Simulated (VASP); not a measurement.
Wanted: the native input for a VASP 6.6.1 run.

```yaml
Task: single point
Functional: PBE
Potentials_or_basis: VASP PAW PBE potentials, release 64 (Lu)
Cutoff: 520 eV
k_mesh: 15 × 15 × 15
Occupations: fermi-dirac, width 0.1 eV
Spin: no spin polarisation
Dipole_correction: no
Further_INCAR_settings: ALGO = Normal; EDIFF = 1e-06; NBANDS = 18
```

The structure of Lu lies in POSCAR:

```
Lu
1.0
    0.0000000000      1.9628544317      1.9628544317
    1.9628544317      0.0000000000      1.9628544317
    1.9628544317      1.9628544317      0.0000000000
Lu
1
Direct
    0.0000000000      0.0000000000      0.0000000000
```

This cell differs from its parent crystal: volume scaled by 0.52.

The input as run:

INCAR

```
SYSTEM = Lu
PREC = Accurate
ENCUT = 520
EDIFF = 1E-6
ISMEAR = -1
SIGMA = 0.1
LREAL = .FALSE.
LASPH = .TRUE.
NELM = 60
ALGO = Normal
ISIF = 2
LWAVE = .FALSE.
LCHARG = .FALSE.
GGA = PE
NBANDS = 18
```

KPOINTS

```
regular mesh
0
G
  15 15 15
  0 0 0
```

Potentials or basis: VASP PAW PBE potentials, release 64 (Lu).

Command:

```console
$ cat potpaw_PBE.64/Lu/POTCAR > POTCAR
$ mpirun -np 1 vasp_std > vasp.out
```

Results of the run:

```
Pressure : 88.3 GPa
```

Wall time 24 s on 1 thread of Intel(R) Xeon(R) 6975P-C (Granite Rapids), with other jobs on the host, peak memory 0.17 GiB.
